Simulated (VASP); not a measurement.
# Bi (P2/m) in VASP: notebook

The runs below take Bi through single point, with PBEsol.

Program: VASP 6.6.1. These are calculated values, not measurements. Logs are shortened: lines on timing, memory, paths and dates and some standing lists are left out, and cuts for length are marked.

### 1 The cell of the first run

Symmetry: P2/m, No. 10, monoclinic system. The conventional cell has a = 3.248 Å, b = 3.230 Å, c = 6.310 Å, α = 90.00°, β = 90.13°, γ = 90.00°. Within 4.2 Å of Bi (site symmetry m) lie 8 Bi at 3.22 to 4.08 Å.

### 2 Single point, PBEsol

INCAR

```
PREC = Accurate
ENCUT = 520
EDIFF = 1E-6
ISMEAR = 0
SIGMA = 0.1
LREAL = False
LASPH = True
NELM = 100
ALGO = Normal
ISIF = 2
LWAVE = False
LCHARG = True
GGA = PS
LELF = True
LVHAR = True
NBANDS = 22
```

KPOINTS

```
regular mesh
0
Gamma
  14 14 8
```

POSCAR

```
Bi
1.0
    3.2481321311      0.0000000000      0.0169392542
    0.0000000000      3.2301259223      0.0000000000
   -0.0469906512      0.0000000000      6.3099758989
Bi
2
Direct
    0.3983292190      0.0000000000      0.2500193838
    0.6016707810      0.0000000000      0.7499806162
```

Potentials or basis: VASP PAW PBE potentials, release 64 (Bi_d).

On the command line:

```sh
$ cat potpaw_PBE.64/Bi_d/POTCAR > POTCAR
$ mpirun -np 1 vasp_std > vasp.out
```

OUTCAR:

```text
PREC = Accurate
   ENCUT = 520
   EDIFF = 1E-6
   ISMEAR = 0
   LREAL = False
   LASPH = True
   NELM = 100
   ISIF = 2
   GGA = PS

 ion  position               nearest neighbor table
   1  0.398  0.000  0.250-   2 3.22   2 3.23
   2  0.602  0.000  0.750-   1 3.22   1 3.23

  LATTYP: Found a simple monoclinic cell.
 ALAT       =     3.2481763005
 B/A-ratio  =     0.9944429192
 C/A-ratio  =     1.9426749915
 COS(beta)  =    -0.0022318736

  Lattice vectors:

 A1 = (   3.2481321311,   0.0000000000,   0.0169392542)
 A2 = (   0.0000000000,   3.2301259223,   0.0000000000)
 A3 = (  -0.0469906512,   0.0000000000,   6.3099758989)

Analysis of symmetry for initial positions (statically):
=====================================================================
 Subroutine PRICEL returns:
 Original cell was already a primitive cell.

 Routine SETGRP: Setting up the symmetry group for a
 simple monoclinic supercell.

 Subroutine GETGRP returns: Found  4 space group operations
 (whereof  4 operations were pure point group operations)
 out of a pool of  4 trial point group operations.

The static configuration has the point symmetry C_2h.

Analysis of symmetry for dynamics (positions and initial velocities):
=====================================================================
 Subroutine PRICEL returns:
 Original cell was already a primitive cell.

 Routine SETGRP: Setting up the symmetry group for a
 simple monoclinic supercell.

 Subroutine GETGRP returns: Found  4 space group operations
 (whereof  4 operations were pure point group operations)
 out of a pool of  4 trial point group operations.

The dynamic configuration has the point symmetry C_2h.

 Subroutine INISYM returns: Found  4 space group operations
 (whereof  4 operations are pure point group operations),
 and found     1 'primitive' translations

----------------------------------------------------------------------------------------

                                     Primitive cell

  volume of cell :      66.2061

  direct lattice vectors                    reciprocal lattice vectors
     3.248132131  0.000000000  0.016939254     0.307857293  0.000000000  0.002292626
     0.000000000  3.230125922  0.000000000     0.000000000  0.309585454  0.000000000
    -0.046990651  0.000000000  6.309975899    -0.000826449  0.000000000  0.158473056

  length of vectors
     3.248176301  3.230125922  6.310150867     0.307865829  0.309585454  0.158475211

  position of ions in fractional coordinates (direct lattice)
     0.398329219  0.000000000  0.250019384
     0.601670781  0.000000000  0.749980616

  ion indices of the primitive-cell ions
   primitive index   ion index
                 1           1
                 2           2

----------------------------------------------------------------------------------------

 KPOINTS: regular mesh

Automatic generation of k-mesh.
 Grid dimensions read from file:
 generate k-points for:   14   14    8

 Generating k-lattice:

  Cartesian coordinates                     Fractional coordinates (reciprocal lattice)
     0.021989807  0.000000000  0.000163759     0.071428571  0.000000000 -0.000000000
     0.000000000  0.022113247  0.000000000     0.000000000  0.071428571  0.000000000
    -0.000103306  0.000000000  0.019809132     0.000000000  0.000000000  0.125000000

  Length of vectors
     0.021990416  0.022113247  0.019809401

  Shift w.r.t. Gamma in fractional coordinates (k-lattice)
     0.000000000  0.000000000  0.000000000

 Subroutine IBZKPT returns following result:
 ===========================================

 Found    464 irreducible k-points:

 Following reciprocal coordinates:
            Coordinates               Weight
  0.000000  0.000000  0.000000      1.000000
  0.071429  0.000000 -0.000000      2.000000
  0.142857  0.000000 -0.000000      2.000000
  0.214286  0.000000 -0.000000      2.000000
  0.285714  0.000000  0.000000      2.000000
  0.357143  0.000000  0.000000      2.000000
[... 16 lines left out ...]
  0.428571  0.142857 -0.000000      4.000000
  0.500000  0.142857  0.000000      2.000000
 [... further k-points ...]
   k-points           NKPTS =    464   k-points in BZ     NKDIM =    464   number of bands    NBANDS=     22
   number of dos      NEDOS =    301   number of ions     NIONS =      2
   total plane-waves  NPLWV =  27648
   dimension x,y,z NGX =    24 NGY =   24 NGZ =   48
   dimension x,y,z NGXF=    48 NGYF=   48 NGZF=   96
   ions per type =               2
   NGX,Y,Z   is equivalent  to a cutoff of  12.28, 12.35, 12.65 a.u.
   NGXF,Y,Z  is equivalent  to a cutoff of  24.57, 24.70, 25.29 a.u.
 SYSTEM =  unknown system
   PREC   = accura    normal or accurate (medium, high low for compatibility)
   ISTART =      0    job   : 0-new  1-cont  2-samecut
   ICHARG =      2    charge: 1-file 2-atom 10-const
   ISPIN  =      1    spin polarized calculation?
   LNONCOLLINEAR =      F non collinear calculations
   LSORBIT =      F    spin-orbit coupling
   LASPH  =      T    aspherical Exc in radial PAW
   ENCUT  =  520.0 eV  38.22 Ry    6.18 a.u.   6.04  6.01 11.73*2*pi/ulx,y,z
   NELM   =    100;   NELMIN=  2; NELMDL= -5     # of ELM steps
   EDIFF  = 0.1E-05   stopping-criterion for ELM
   LREAL  =      F    real-space projection
   EDIFFG = 0.1E-04   stopping-criterion for IOM
   NSW    =      0    number of steps for IOM
   IBRION =     -1    ionic relax: 0-MD 1-quasi-New 2-CG
   NFREE  =      0    steps in history (QN), initial steepest desc. (CG)
   ISIF   =      2    stress and relaxation
   ISYM   =      2    0-nonsym 1-usesym 2-fastsym
   POTIM  = 0.5000    time-step for ionic-motion
   TEBEG  =    0.0;   TEEND  =   0.0 temperature during run
   PSTRESS=    0.0 pullay stress
   NELECT =      30.0000    total number of electrons
   NUPDOWN=      -1.0000    fix difference up-down
   EMIN   =  10.00;   EMAX   =-10.00  energy-range for DOS
   EFERMI =   0.00;   METHOD = LEGACY
   ISMEAR =     0;   SIGMA  =   0.10  broadening in eV -4-tet -1-fermi 0-gaus
   EFERMI_NEDOS =   21; number of points for ismear=-14 and -15
   IALGO  =     38    algorithm
   IMIX   =      4    mixing-type and parameters
     AMIX     =   0.40;   BMIX     =  1.00
     AMIX_MAG =   1.60;   BMIX_MAG =  1.00
  volume/ion in A,a.u.               =      33.10       223.39
  Fermi-wavevector in a.u.,A,eV,Ry     =   1.257427  2.376192 21.512470  1.581122
  Thomas-Fermi vector in A             =   2.391086
   LORBIT       =      0    0 simple, 1 ext, 2 COOP (PROOUT), +10 PAW based schemes
   GGA     = PS    functional components
   LHFCALC =     F    Hartree Fock is set to
   AEXX    =    0.0000 exact exchange contribution
   IVDW    =     0    specifies the selected vdW correction
   LEPSILON=     F    determine dielectric tensor
   LRPA    =     F    only Hartree local field effects (RPA)
 non-spin polarized calculation
 Gauss-broadening in eV      SIGMA  =   0.10
  energy-cutoff  :      520.00
  volume of cell :       66.21
 maximum number of plane-waves:      1810
   NGX = 13   NGY = 13   NGZ = 23

 number of electron      30.0000009 magnetization

 Free energy of the ion-electron system (eV)
  ---------------------------------------------------
  ext. energy  EPLUGINS =         0.00000000
  ---------------------------------------------------
  free energy    TOTEN  =        -8.56217122 eV

  energy without entropy =       -8.55684311  energy(sigma->0) =       -8.55950717

 E-fermi :   6.8552     XC(G=0): -10.0347

 val. band max:        6.8490858032   @ k =  -0.2857   0.2857   0.2500
 cond. band min:       6.8581405721   @ k =   0.4286   0.2857   0.5000
 fundamental gap:      0.0090547689
 Fermi energy:         6.8551661855

 k-point     1 :       0.0000    0.0000    0.0000
  band No.  band energies     occupation
      1     -16.0556      2.00000
      2     -16.0380      2.00000
      3     -16.0316      2.00000
      4     -15.8007      2.00000
      5     -15.7947      2.00000
      6     -15.7807      2.00000
[... 14 lines left out ...]
     21      15.7497      0.00000
     22      16.1108      0.00000

 k-point     2 :       0.0714    0.0000   -0.0000
  band No.  band energies     occupation
      1     -16.0529      2.00000
      2     -16.0276      2.00000
      3     -16.0198      2.00000
      4     -15.8002      2.00000
      5     -15.7903      2.00000
      6     -15.7875      2.00000
[... 14 lines left out ...]
     21      15.7567      0.00000
     22      15.8865      0.00000

 k-point     3 :       0.1429    0.0000   -0.0000
  band No.  band energies     occupation
      1     -16.0488      2.00000
      2     -15.9996      2.00000
      3     -15.9841      2.00000
      4     -15.8058      2.00000
      5     -15.7986      2.00000
      6     -15.7757      2.00000
[... 14 lines left out ...]
     21      15.2297      0.00000
     22      17.1578      0.00000

 k-point     4 :       0.2143    0.0000   -0.0000
  band No.  band energies     occupation
      1     -16.0445      2.00000
      2     -15.9652      2.00000
      3     -15.9307      2.00000
      4     -15.8309      2.00000
      5     -15.7964      2.00000
      6     -15.7826      2.00000
[... 14 lines left out ...]
     21      15.4853      0.00000
     22      17.4807      0.00000

 k-point     5 :       0.2857    0.0000    0.0000
  band No.  band energies     occupation
      1     -16.0401      2.00000
      2     -15.9361      2.00000
      3     -15.8708      2.00000
      4     -15.8578      2.00000
      5     -15.7996      2.00000
      6     -15.7938      2.00000
[... 14 lines left out ...]
     21      15.8349      0.00000
     22      17.9004      0.00000

 k-point     6 :       0.3571    0.0000    0.0000
  band No.  band energies     occupation
      1     -16.0363      2.00000
      2     -15.9171      2.00000
      3     -15.8815      2.00000
      4     -15.8167      2.00000
      5     -15.8152      2.00000
      6     -15.7915      2.00000
[... 14 lines left out ...]
     21      16.2893      0.00000
     22      18.2260      0.00000

 k-point     7 :       0.4286    0.0000   -0.0000
  band No.  band energies     occupation
      1     -16.0336      2.00000
      2     -15.9071      2.00000
      3     -15.8977      2.00000
      4     -15.8261      2.00000
      5     -15.7906      2.00000
      6     -15.7899      2.00000
[... 324 lines left out ...]
      6     -15.7808      2.00000
[... 14 lines left out ...]
     21      15.4194      0.00000
     22      17.2006      0.00000

 k-point    21 :       0.2857    0.1429    0.0000
  band No.  band energies     occupation
      1     -16.0008      2.00000
      2     -15.8800      2.00000
      3     -15.8556      2.00000
      4     -15.8516      2.00000
      5     -15.8154      2.00000
      6     -15.7976      2.00000
[... 14 lines left out ...]
     21      15.7355      0.00000
     22      16.4522      0.00000

 k-point    22 :       0.3571    0.1429    0.0000
  band No.  band energies     occupation
      1     -15.9968      2.00000
      2     -15.8791      2.00000
      3     -15.8577      2.00000
      4     -15.8150      2.00000
      5     -15.8110      2.00000
      6     -15.8003      2.00000
[... 14 lines left out ...]
     21      15.9527      0.00000
     22      16.3632      0.00000

 k-point    23 :       0.4286    0.1429   -0.0000
  band No.  band energies     occupation
      1     -15.9941      2.00000
      2     -15.8951      2.00000
      3     -15.8468      2.00000
      4     -15.8245      2.00000
      5     -15.8124      2.00000
      6     -15.8106      2.00000
[... 14 lines left out ...]
     21      16.4950      0.00000
     22      16.6828      0.00000

 k-point    24 :       0.5000    0.1429    0.0000
  band No.  band energies     occupation
      1     -15.9932      2.00000
      2     -15.9008      2.00000
      3     -15.8436      2.00000
      4     -15.8283      2.00000
      5     -15.8168      2.00000
      6     -15.8100      2.00000
[... 14 lines left out ...]
     21      16.5342      0.00000
     22      16.7953      0.00000

 [... further k-points ...]
[... 5 lines left out ...]
  --------------------------------------------------------------------------------------
  -------------------------------------------------------------------------------------
  Total       -0.0338423     -0.0314425     -0.0348143      0.0000000      0.0000000      0.0030561
  in kB       -0.8189789     -0.7609049     -0.8425024      0.0000000      0.0000000      0.0739574
  external PRESSURE =      -0.8074621 kB  Pullay stress =       0.0000000 kB

 VOLUME and BASIS-vectors are now :
 -----------------------------------------------------------------------------
  energy-cutoff  :      520.00
  volume of cell :       66.21
      direct lattice vectors                 reciprocal lattice vectors
     3.248132131  0.000000000  0.016939254     0.307857293  0.000000000  0.002292626
     0.000000000  3.230125922  0.000000000     0.000000000  0.309585454  0.000000000
    -0.046990651  0.000000000  6.309975899    -0.000826449  0.000000000  0.158473056

 POSITION                                       TOTAL-FORCE (eV/Angst)
 -----------------------------------------------------------------------------------
      1.28208      0.00000      1.58436        -0.000253      0.000000     -0.000607
      1.91906      0.00000      4.74255         0.000253     -0.000000      0.000607
 -----------------------------------------------------------------------------------
    total drift:                                0.000000      0.000000     -0.000000

  FREE ENERGIE OF THE ION-ELECTRON SYSTEM (eV)
  ---------------------------------------------------
  free  energy   TOTEN  =        -8.5621712224 eV

  energy  without entropy=       -8.5568431124  energy(sigma->0) =       -8.55950717
```

Wall time 2.7 min (1 thread of Intel Xeon Platinum 8488C (Sapphire Rapids), shared host); peak memory 0.58 GiB.

What came out:

* Free energy: -8.5622 eV
* Pressure: -0.1 GPa
* Band gap on the k mesh: zero (band 15 reaches 10.64 eV, above the bottom of band 16 at 4.41 eV)

Levels at points of the mesh, in eV from the Fermi level:
| k point | band 12 | band 13 | band 14 | band 15 | band 16 | band 17 | band 18 | band 19 |
| --- | --- | --- | --- | --- | --- | --- | --- | --- |
| (0.00, 0.00, 0.00) | -11.20 | -5.14 | 3.12 | 3.48 | 3.57 | 4.03 | 5.24 | 6.69 |
| (0.50, 0.00, 0.00) | -9.56 | -4.92 | -3.25 | -3.00 | 1.45 | 5.16 | 6.81 | 6.97 |
| (0.00, 0.50, 0.00) | -9.26 | -5.16 | -3.25 | -3.08 | 2.66 | 5.45 | 5.52 | 6.06 |
| (0.50, 0.50, 0.00) | -7.59 | -3.15 | -3.02 | -1.56 | -1.43 | -1.19 | 2.84 | 3.82 |
| (0.00, 0.00, 0.50) | -12.50 | -1.73 | -1.72 | 3.78 | 3.81 | 4.01 | 4.01 | 7.61 |
| (0.50, 0.00, 0.50) | -10.58 | -4.53 | -4.53 | 0.49 | 0.51 | 5.41 | 5.43 | 5.95 |
| (0.00, 0.50, 0.50) | -10.57 | -4.32 | -4.32 | 0.28 | 0.28 | 5.54 | 5.54 | 5.75 |
| (0.50, 0.50, 0.50) | -8.64 | -2.65 | -2.65 | -2.45 | -2.45 | 2.41 | 2.44 | 3.27 |

Caveat: the PAW data sets were made with another functional, which shifts forces and pressure a little; spin-orbit coupling is left out, which moves the levels of the heavy elements.

### 3 Single point, PBEsol

INCAR

```
SYSTEM = Bi
PREC = Accurate
ENCUT = 520
EDIFF = 1E-6
ISMEAR = 0
SIGMA = 0.1
LREAL = .False.
LASPH = .True.
NELM = 100
ALGO = Normal
ISIF = 2
LWAVE = .False.
LCHARG = .False.
GGA = PS
NBANDS = 22
```

KPOINTS

```
Automatic mesh
0
Gamma
  14 14 8
  0 0 0
```

POSCAR

```
Bi
1.0
    3.2481763005      0.0000000000      0.0000000000
    0.0000000000      3.2301259223      0.0000000000
   -0.0140834592      0.0000000000      6.3101351509
Bi
2
Direct
    0.3983292190      0.0000000000      0.2500193838
    0.6016707810      0.0000000000      0.7499806162
```

Potentials or basis: VASP PAW PBE potentials, release 64 (Bi_d).

On the command line:

```sh
$ cat potpaw_PBE.64/Bi_d/POTCAR > POTCAR
$ mpirun -np 1 vasp_std > vasp.out
```

Run time: 3.3 min. Hardware: 1 thread of Intel Xeon Platinum 8488C (Sapphire Rapids), shared host; peak memory 0.58 GiB.

It converged, with:

```yaml
Free_energy: -8.5622 eV
Pressure: -0.1 GPa
Band_gap_on_the_k_mesh: zero (band 15 reaches 10.64 eV, above the bottom of band 16 at 4.41 eV)
```

Levels at points of the mesh, in eV from the Fermi level:
| k point | band 13 | band 14 | band 15 | band 16 | band 17 | band 18 |
| --- | --- | --- | --- | --- | --- | --- |
| (0.00, 0.00, 0.00) | -5.14 | 3.12 | 3.48 | 3.57 | 4.03 | 5.24 |
| (0.50, 0.00, 0.00) | -4.92 | -3.25 | -3.00 | 1.45 | 5.16 | 6.81 |
| (0.00, 0.50, 0.00) | -5.16 | -3.25 | -3.08 | 2.66 | 5.45 | 5.52 |
| (0.50, 0.50, 0.00) | -3.15 | -3.02 | -1.56 | -1.43 | -1.19 | 2.84 |
| (0.00, 0.00, 0.50) | -1.73 | -1.72 | 3.78 | 3.81 | 4.01 | 4.01 |
| (0.50, 0.00, 0.50) | -4.53 | -4.53 | 0.49 | 0.51 | 5.41 | 5.43 |
| (0.00, 0.50, 0.50) | -4.32 | -4.32 | 0.28 | 0.28 | 5.54 | 5.54 |
| (0.50, 0.50, 0.50) | -2.65 | -2.65 | -2.45 | -2.45 | 2.41 | 2.44 |

Caveat: the PAW data sets were made with another functional, which shifts forces and pressure a little; spin-orbit coupling is left out, which moves the levels of the heavy elements.
